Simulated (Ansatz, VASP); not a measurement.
# W: VASP beside Ansatz

```xyz
4
Lattice="2.8194 0.0000 0.0000 -1.4097 2.4417 0.0000 0.0000 0.0000 9.2082" Properties=species:S:1:pos:R:3 pbc="T T T"
W     0.0000    0.0000    0.0000
W     0.0000    0.0000    4.6041
W     0.0000    1.6278    2.3020
W     1.4097    0.8139    6.9061
```

Alike in both runs: task relaxation of cell and atoms; functional RPBE; k mesh 13 × 13 × 4; occupations fermi-dirac, width 0.1 eV; no spin polarisation.

|  | VASP | Ansatz |
| --- | --- | --- |
| version | VASP 6.6.1 | Ansatz 0.2.0 |
| potentials or method | VASP PAW PBE potentials, release 64 (W_sv), cutoff 600 eV | plane waves (420 eV) with PAW, scalar-relativistic |
| valence electrons in the cell | 56 | 56 |

|  | VASP | Ansatz | Ansatz less VASP |
| --- | --- | --- | --- |
| relaxed volume (Å³/atom) | 16.74 | 16.71 | -0.028 |
| relaxed cell length with the largest relative difference (Å) | 9.874 | 9.868 | -0.0058 |

VASP's potentials were made for PBE, not for RPBE.

Spin-orbit coupling is off throughout.
